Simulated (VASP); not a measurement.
Wanted: the native input for a VASP 6.6.1 run.

```
Task                    : density of states
Functional              : LDA
Potentials or basis     : VASP PAW LDA potentials, release 64 (Cd, Te, F)
Cutoff                  : 520 eV
k mesh                  : 6 × 6 × 6
Occupations             : gaussian, width 0.02 eV
Spin                    : no spin polarisation
Dipole correction       : no
k mesh for the DOS      : 9 × 9 × 9
Occupations for the DOS : tetrahedron
Further INCAR settings  : ALGO = Normal; EDIFF = 1e-07; NBANDS = 40
```

The system is CdTeF6.

```
Cd Te F
1.0
     0.00000    4.34630    4.34630
     4.34630    0.00000    4.34630
     4.34630    4.34630    0.00000
Cd Te F
1 1 6
Direct
  0.00000 0.00000 0.00000
  0.50000 0.50000 0.50000
  0.74029 0.25971 0.25971
  0.25971 0.74029 0.74029
  0.25971 0.74029 0.25971
  0.74029 0.25971 0.74029
  0.25971 0.25971 0.74029
  0.74029 0.74029 0.25971
```

These files were run (other wordings do the same):

POSCAR

```
CdTeF6
1.0
    0.0000000000      4.3463037541      4.3463037541
    4.3463037541      0.0000000000      4.3463037541
    4.3463037541      4.3463037541      0.0000000000
Cd Te F
1 1 6
Direct
    0.0000000000      0.0000000000      0.0000000000
    0.5000000000      0.5000000000      0.5000000000
    0.7402890084      0.2597109916      0.2597109916
    0.2597109916      0.7402890084      0.7402890084
    0.2597109916      0.7402890084      0.2597109916
    0.7402890084      0.2597109916      0.7402890084
    0.2597109916      0.2597109916      0.7402890084
    0.7402890084      0.7402890084      0.2597109916
```

INCAR.step1

```
SYSTEM = CdTeF6
PREC     = Accurate       ! precision mode
ENCUT    = 520            ! plane-wave cutoff, eV
EDIFF    = 1E-7           ! SCF threshold, eV
ISMEAR   = 0              ! smearing method
SIGMA    = 0.02           ! smearing width, eV
LREAL    = .FALSE.        ! projectors in reciprocal space
LASPH    = .TRUE.         ! aspherical terms in the spheres
NELM     = 60             ! most SCF steps
ALGO     = Normal         ! electronic algorithm
ISIF     = 2              ! what is computed and relaxed
LWAVE    = .FALSE.        ! write WAVECAR
LCHARG   = .TRUE.         ! write CHGCAR
NBANDS   = 40             ! bands
```

KPOINTS.step1

```
Automatic mesh
0
G
  6 6 6
  0 0 0
```

INCAR.step2

```
SYSTEM = CdTeF6
PREC     = Accurate       ! precision mode
ENCUT    = 520            ! plane-wave cutoff, eV
EDIFF    = 1E-7           ! SCF threshold, eV
ISMEAR   = -5             ! smearing method
SIGMA    = 0.02           ! smearing width, eV
LREAL    = .FALSE.        ! projectors in reciprocal space
LASPH    = .TRUE.         ! aspherical terms in the spheres
NELM     = 60             ! most SCF steps
ALGO     = Normal         ! electronic algorithm
ISIF     = 2              ! what is computed and relaxed
LWAVE    = .FALSE.        ! write WAVECAR
LCHARG   = .FALSE.        ! write CHGCAR
LORBIT   = 10             ! projections on sites
NBANDS   = 40             ! bands
NEDOS    = 1001           ! points of the DOS
ICHARG   = 11             ! starting density
```

KPOINTS.step2

```
Automatic mesh
0
G
  9 9 9
  0 0 0
```

Potentials or basis: VASP PAW LDA potentials, release 64 (Cd, Te, F).

Launch:

```bash
$ cat potpaw_LDA.64/Cd/POTCAR potpaw_LDA.64/Te/POTCAR potpaw_LDA.64/F/POTCAR > POTCAR
$ cp INCAR.step1 INCAR
$ cp KPOINTS.step1 KPOINTS
$ mpirun -np 1 vasp_std > vasp.out
$ cp INCAR.step2 INCAR
$ cp KPOINTS.step2 KPOINTS
$ mpirun -np 1 vasp_std > vasp.out
```

Results of the run:

The valence electrons inside the program's atomic spheres are Cd 10.09; Te 2.91; F 6.04.

Caveat: spin-orbit coupling is left out, which moves the levels of the heavy elements.

Run time: 9.4 min on 1 thread of Oxide Virtual Turin-like Processor, on a shared host, peak memory 0.32 GiB.
